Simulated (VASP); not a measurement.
# PtSe (F-43m) in VASP: further runs, part 2 of 2

VASP 6.6.1.

## (4) Single point, r2SCAN+U

The input, POSCAR:

```
PtSe
1.0
    0.0000000000      3.0374472300      3.0374472300
    3.0374472300      0.0000000000      3.0374472300
    3.0374472300      3.0374472300      0.0000000000
Pt Se
1 1
Direct
    0.0000000000      0.0000000000      0.0000000000
    0.2500000000      0.2500000000      0.2500000000
```

The input, INCAR.step1:

```
SYSTEM = PtSe
PREC = Accurate
ENCUT = 520
ISMEAR = -1
SIGMA = 0.05
LREAL = .False.
LASPH = .True.
NELM = 150
LMAXMIX = 4
LDAU = .True.
LDAUTYPE = 2
LDAUL = 2 -1
LDAUU = 5 0
LDAUJ = 0 0
NBANDS = 15
GGA = PE
ALGO = Normal
EDIFF = 1E-4
LWAVE = .True.
LCHARG = .False.
```

The input, INCAR.step2:

```
SYSTEM = PtSe
PREC = Accurate
ENCUT = 520
EDIFF = 1E-6
ISMEAR = -1
SIGMA = 0.05
LREAL = .False.
LASPH = .True.
NELM = 150
ALGO = Normal
ISIF = 2
LWAVE = .False.
LCHARG = .True.
LMAXMIX = 4
LDAU = .True.
LDAUTYPE = 2
LDAUL = 2 -1
LDAUU = 5 0
LDAUJ = 0 0
LDAUPRINT = 1
METAGGA = R2SCAN
LMIXTAU = .True.
LELF = .True.
LVHAR = .True.
NBANDS = 15
ISTART = 1
```

The input, KPOINTS:

```
Automatic mesh
0
Gamma
  8 8 8
  0 0 0
```

Potentials or basis: VASP PAW PBE potentials, release 64 (Pt, Se).

Launch:

```
$ cat potpaw_PBE.64/Pt/POTCAR potpaw_PBE.64/Se/POTCAR > POTCAR
$ cp INCAR.step1 INCAR
$ mpirun -np 1 vasp_std > vasp.out
$ cp INCAR.step2 INCAR
$ mpirun -np 1 vasp_std > vasp.out
```

OUTCAR:

```text
SYSTEM = PtSe
   PREC = Accurate
   ENCUT = 520
   EDIFF = 1E-6
   ISMEAR = -1
   LREAL = .False.
   LASPH = .True.
   NELM = 150
   ISIF = 2
   METAGGA = R2SCAN
   ISTART = 1

 ion  position               nearest neighbor table
   1  0.000  0.000  0.000-   2 2.63   2 2.63   2 2.63   2 2.63
   2  0.250  0.250  0.250-   1 2.63   1 2.63   1 2.63   1 2.63

  LATTYP: Found a face centered cubic cell.
 ALAT       =     6.0748944600

  Lattice vectors:

 A1 = (   0.0000000000,   3.0374472300,   3.0374472300)
 A2 = (   3.0374472300,   0.0000000000,   3.0374472300)
 A3 = (   3.0374472300,   3.0374472300,   0.0000000000)

Analysis of symmetry for initial positions (statically):
=====================================================================
 Subroutine PRICEL returns:
 Original cell was already a primitive cell.

 Routine SETGRP: Setting up the symmetry group for a
 face centered cubic supercell.

 Subroutine GETGRP returns: Found 24 space group operations
 (whereof 24 operations were pure point group operations)
 out of a pool of 48 trial point group operations.

The static configuration has the point symmetry T_d .

Analysis of symmetry for dynamics (positions and initial velocities):
=====================================================================
 Subroutine PRICEL returns:
 Original cell was already a primitive cell.

 Routine SETGRP: Setting up the symmetry group for a
 face centered cubic supercell.

 Subroutine GETGRP returns: Found 24 space group operations
 (whereof 24 operations were pure point group operations)
 out of a pool of 48 trial point group operations.

The dynamic configuration has the point symmetry T_d .

 Subroutine INISYM returns: Found 24 space group operations
 (whereof 24 operations are pure point group operations),
 and found     1 'primitive' translations

----------------------------------------------------------------------------------------

                                     Primitive cell

  volume of cell :      56.0475

  direct lattice vectors                    reciprocal lattice vectors
     0.000000000  3.037447230  3.037447230    -0.164611913  0.164611913  0.164611913
     3.037447230  0.000000000  3.037447230     0.164611913 -0.164611913  0.164611913
     3.037447230  3.037447230  0.000000000     0.164611913  0.164611913 -0.164611913

  length of vectors
     4.295599068  4.295599068  4.295599068     0.285116197  0.285116197  0.285116197

  position of ions in fractional coordinates (direct lattice)
     0.000000000  0.000000000  0.000000000
     0.250000000  0.250000000  0.250000000

  ion indices of the primitive-cell ions
   primitive index   ion index
                 1           1
                 2           2

----------------------------------------------------------------------------------------

 KPOINTS: Automatic mesh
[... 93 lines left out ...]
 LDA+U is selected, type is set to LDAUTYPE =  2
   angular momentum for each species LDAUL =     2   -1
   U (eV)           for each species LDAUU =   5.0  0.0
   J (eV)           for each species LDAUJ =   0.0  0.0
   METAGGA = R2SCAN    functional components
   LHFCALC =     F    Hartree Fock is set to
   AEXX    =    0.0000 exact exchange contribution
   IVDW    =     0    specifies the selected vdW correction
   LEPSILON=     F    determine dielectric tensor
   LRPA    =     F    only Hartree local field effects (RPA)
 non-spin polarized calculation
  energy-cutoff  :      520.00
  volume of cell :       56.05
 maximum number of plane-waves:      1540
   NGX = 15   NGY = 15   NGZ = 15

atom =   1  type =  1  l = 2

 onsite density matrix

spin component  1

  0.8187  0.0000 -0.0000 -0.0000  0.0000
  0.0000  0.8187  0.0000  0.0000 -0.0000
 -0.0000  0.0000  0.9113  0.0000 -0.0000
 -0.0000  0.0000  0.0000  0.8187 -0.0000
  0.0000 -0.0000 -0.0000 -0.0000  0.9113

spin component  2

  0.8187  0.0000 -0.0000 -0.0000  0.0000
  0.0000  0.8187  0.0000  0.0000 -0.0000
 -0.0000  0.0000  0.9113  0.0000 -0.0000
 -0.0000  0.0000  0.0000  0.8187 -0.0000
  0.0000 -0.0000 -0.0000 -0.0000  0.9113

 occupancies and eigenvectors

  o =  0.8187  v =  0.0000 -0.9811 -0.0000 -0.1933  0.0000  0.0000  0.0000  0.0000  0.0000  0.0000      0.0000  0.0000  0.0000  0.0000  0.0000  0.0000  0.0000  0.0000  0.0000  0.0000
  o =  0.8187  v =  0.0000  0.0000  0.0000  0.0000  0.0000  0.0000 -0.9811 -0.0000 -0.1933  0.0000      0.0000  0.0000  0.0000  0.0000  0.0000  0.0000  0.0000  0.0000  0.0000  0.0000
  o =  0.8187  v =  0.0000  0.0000  0.0000  0.0000  0.0000  0.0000 -0.1933 -0.0000  0.9811 -0.0000      0.0000  0.0000  0.0000  0.0000  0.0000  0.0000  0.0000  0.0000  0.0000  0.0000
  o =  0.8187  v =  0.0000 -0.1933 -0.0000  0.9811 -0.0000  0.0000  0.0000  0.0000  0.0000  0.0000      0.0000  0.0000  0.0000  0.0000  0.0000  0.0000  0.0000  0.0000  0.0000  0.0000
  o =  0.8187  v =  0.0000  0.0000  0.0000  0.0000  0.0000  1.0000  0.0000  0.0000  0.0000  0.0000      0.0000  0.0000  0.0000  0.0000  0.0000  0.0000  0.0000  0.0000  0.0000  0.0000
  o =  0.8187  v =  1.0000  0.0000  0.0000  0.0000  0.0000  0.0000  0.0000  0.0000  0.0000  0.0000      0.0000  0.0000  0.0000  0.0000  0.0000  0.0000  0.0000  0.0000  0.0000  0.0000
  o =  0.9113  v =  0.0000  0.0000 -0.2163  0.0000  0.9763  0.0000  0.0000  0.0000  0.0000  0.0000      0.0000  0.0000  0.0000  0.0000  0.0000  0.0000  0.0000  0.0000  0.0000  0.0000
  o =  0.9113  v =  0.0000  0.0000  0.0000  0.0000  0.0000  0.0000  0.0000 -0.2163  0.0000  0.9763      0.0000  0.0000  0.0000  0.0000  0.0000  0.0000  0.0000  0.0000  0.0000  0.0000
  o =  0.9113  v =  0.0000  0.0000  0.0000  0.0000  0.0000  0.0000 -0.0000  0.9763  0.0000  0.2163      0.0000  0.0000  0.0000  0.0000  0.0000  0.0000  0.0000  0.0000  0.0000  0.0000
  o =  0.9113  v =  0.0000 -0.0000  0.9763  0.0000  0.2163  0.0000  0.0000  0.0000  0.0000  0.0000      0.0000  0.0000  0.0000  0.0000  0.0000  0.0000  0.0000  0.0000  0.0000  0.0000

 number of electron      16.0000002 magnetization

 Free energy of the ion-electron system (eV)
  ---------------------------------------------------
  ext. energy  EPLUGINS =         0.00000000
  ---------------------------------------------------
  free energy    TOTEN  =       -61.74888222 eV

  energy without entropy =      -61.72789853  energy(sigma->0) =      -61.73839037

 E-fermi :   2.3125     XC(G=0):  -9.6497

 val. band max:        2.3050053773   @ k =   0.3750   0.2500   0.1250
 cond. band min:       2.3270504731   @ k =  -0.3750   0.1250   0.0000
 fundamental gap:      0.0220450957
 Fermi energy:         2.3125067456

 k-point     1 :       0.0000    0.0000    0.0000
  band No.  band energies     occupation
      1     -11.5385      2.00000
      2      -2.3614      2.00000
      3      -2.3614      2.00000
      4      -2.3614      2.00000
      5      -0.7186      2.00000
      6      -0.7186      2.00000
      7       3.5132      0.00000
      8       4.0568      0.00000
      9       4.0568      0.00000
     10       4.0568      0.00000
     11       9.8696      0.00000
     12       9.8696      0.00000
     13       9.8696      0.00000
     14      13.2039      0.00000
[... 401 lines left out ...]
      2      -2.2169      2.00000
      3      -2.1895      2.00000
      4      -1.7942      2.00000
      5      -0.5999      2.00000
      6      -0.5047      2.00000
      7       0.2289      2.00000
      8       1.7258      1.99998
      9       2.4083      0.25656
     10       6.9610      0.00000
     11       9.3081      0.00000
     12      10.2628      0.00000
     13      11.7337      0.00000
     14      13.7220      0.00000
     15      15.1572      0.00000

 [... further k-points ...]

------------------------ aborting loop because EDIFF is reached ----------------------------------------

  FORCE on cell =-STRESS in cart. coord.  units (eV):
  Direction    XX          YY          ZZ          XY          YZ          ZX
  --------------------------------------------------------------------------------------
  -------------------------------------------------------------------------------------
  Total       -5.1383498     -5.1383498     -5.1383498      0.0000000      0.0000000      0.0000000
  in kB     -146.8851964   -146.8851964   -146.8851964      0.0000000      0.0000000      0.0000000
  external PRESSURE =    -146.8851964 kB  Pullay stress =       0.0000000 kB

 VOLUME and BASIS-vectors are now :
 -----------------------------------------------------------------------------
  energy-cutoff  :      520.00
  volume of cell :       56.05
      direct lattice vectors                 reciprocal lattice vectors
     0.000000000  3.037447230  3.037447230    -0.164611913  0.164611913  0.164611913
     3.037447230  0.000000000  3.037447230     0.164611913 -0.164611913  0.164611913
     3.037447230  3.037447230  0.000000000     0.164611913  0.164611913 -0.164611913

 POSITION                                       TOTAL-FORCE (eV/Angst)
 -----------------------------------------------------------------------------------
      0.00000      0.00000      0.00000         0.000000      0.000000     -0.000000
      1.51872      1.51872      1.51872        -0.000000     -0.000000      0.000000
 -----------------------------------------------------------------------------------
    total drift:                               -0.000000     -0.000000     -0.000000

  FREE ENERGIE OF THE ION-ELECTRON SYSTEM (eV)
  ---------------------------------------------------
  free  energy   TOTEN  =       -61.7488822165 eV

  energy  without entropy=      -61.7278985287  energy(sigma->0) =      -61.73839037
```

It took 48 s on 1 thread of Intel Xeon 6975P-C (Granite Rapids), shared host; peak memory 0.19 GiB.

What came out:

- Free energy: -61.7489 eV
- Pressure: -14.7 GPa
- Band gap on the k mesh: zero (bands 8 and 9 overlap by 2.67 eV)

Eigenvalues of the final occupation matrices:
| site | spin | trace | eigenvalues |
| --- | --- | --- | --- |
| site 1 d | 1 | 4.28 | 0.82 0.82 0.82 0.91 0.91 |
| site 1 d | 2 | 4.28 | 0.82 0.82 0.82 0.91 0.91 |

Caveat: the cell stands under tension; the PAW data sets were made with another functional, which shifts forces and pressure a little; spin-orbit coupling is left out, which moves the levels of the heavy elements; U without spin polarisation on a metal has little footing.

## (5) Single point, r2SCAN+U

POSCAR is that of step 4.

The input, INCAR.step1:

```
SYSTEM = PtSe
ALGO = Normal
EDIFF = 1E-4
ENCUT = 520
GGA = PE
ISMEAR = -1
LASPH = .True.
LCHARG = .False.
LDAU = .True.
LDAUJ = 0 0
LDAUL = 2 -1
LDAUTYPE = 2
LDAUU = 6 0
LMAXMIX = 4
LREAL = .False.
LWAVE = .True.
NBANDS = 15
NELM = 150
PREC = Accurate
SIGMA = 0.05
```

The input, INCAR.step2:

```
SYSTEM = PtSe
ALGO = Normal
EDIFF = 1E-6
ENCUT = 520
ISIF = 2
ISMEAR = -1
ISTART = 1
LASPH = .True.
LCHARG = .False.
LDAU = .True.
LDAUJ = 0 0
LDAUL = 2 -1
LDAUPRINT = 1
LDAUTYPE = 2
LDAUU = 6 0
LMAXMIX = 4
LMIXTAU = .True.
LREAL = .False.
LWAVE = .False.
METAGGA = R2SCAN
NBANDS = 15
NELM = 150
PREC = Accurate
SIGMA = 0.05
```

The input, KPOINTS:

```
k-points
0
Gamma
  8 8 8
  0 0 0
```

Launch:

```
$ cat potpaw_PBE.64/Pt/POTCAR potpaw_PBE.64/Se/POTCAR > POTCAR
$ cp INCAR.step1 INCAR
$ mpirun -np 1 vasp_std > vasp.out
$ cp INCAR.step2 INCAR
$ mpirun -np 1 vasp_std > vasp.out
```

It took 42 s on 1 thread of Intel Xeon 6975P-C (Granite Rapids), shared host; peak memory 0.19 GiB.

Results (log left out):

```yaml
Free_energy: -61.1622 eV
Pressure: -15.0 GPa
Band_gap_on_the_k_mesh: zero (bands 8 and 9 overlap by 2.66 eV)
```

Levels at points of the mesh, in eV from the Fermi level:
| k point | band 4 | band 5 | band 6 | band 7 | band 8 | band 9 | band 10 | band 11 | band 12 | band 13 |
| --- | --- | --- | --- | --- | --- | --- | --- | --- | --- | --- |
| (0.00, 0.00, 0.00) | -4.73 | -3.23 | -3.23 | 1.34 | 1.74 | 1.74 | 1.74 | 7.70 | 7.70 | 7.70 |
| (0.50, 0.00, 0.00) | -4.43 | -3.03 | -3.03 | -2.33 | 0.58 | 0.58 | 3.39 | 8.30 | 8.37 | 8.37 |
| (0.50, 0.50, 0.00) | -3.79 | -3.00 | -2.46 | -2.44 | -0.92 | -0.92 | 5.01 | 5.17 | 9.67 | 12.04 |

Eigenvalues of the final occupation matrices:
```csv
site,spin,trace,eigenvalues
site 1 d,1,4.34,0.83 0.83 0.83 0.92 0.92
site 1 d,2,4.34,0.83 0.83 0.83 0.92 0.92
```

Caveat: the cell stands under tension; the PAW data sets were made with another functional, which shifts forces and pressure a little; spin-orbit coupling is left out, which moves the levels of the heavy elements; U without spin polarisation on a metal has little footing.

## (6) Summary

| U | gap on the mesh (eV) | pressure (GPa) |
| --- | --- | --- |
| Pt d U = 3.0 eV | none | -14.2 |
| Pt d U = 4.0 eV | none | -14.4 |
| Pt d U = 5.0 eV | none | -14.7 |
| Pt d U = 6.0 eV | none | -15.0 |

Alike in all rows: task single point; level r2SCAN+U; potentials or basis VASP PAW PBE potentials, release 64 (Pt, Se); no spin polarisation; cell as given; k mesh 8 × 8 × 8; cutoff (eV) 520; smearing fermi-dirac 0.05 eV.

Caveats: the cell stands under tension; the PAW data sets were made with another functional, which shifts forces and pressure a little; spin-orbit coupling is left out, which moves the levels of the heavy elements; U without spin polarisation on a metal has little footing.

Absolute energies hang on the potentials; compare differences alone.
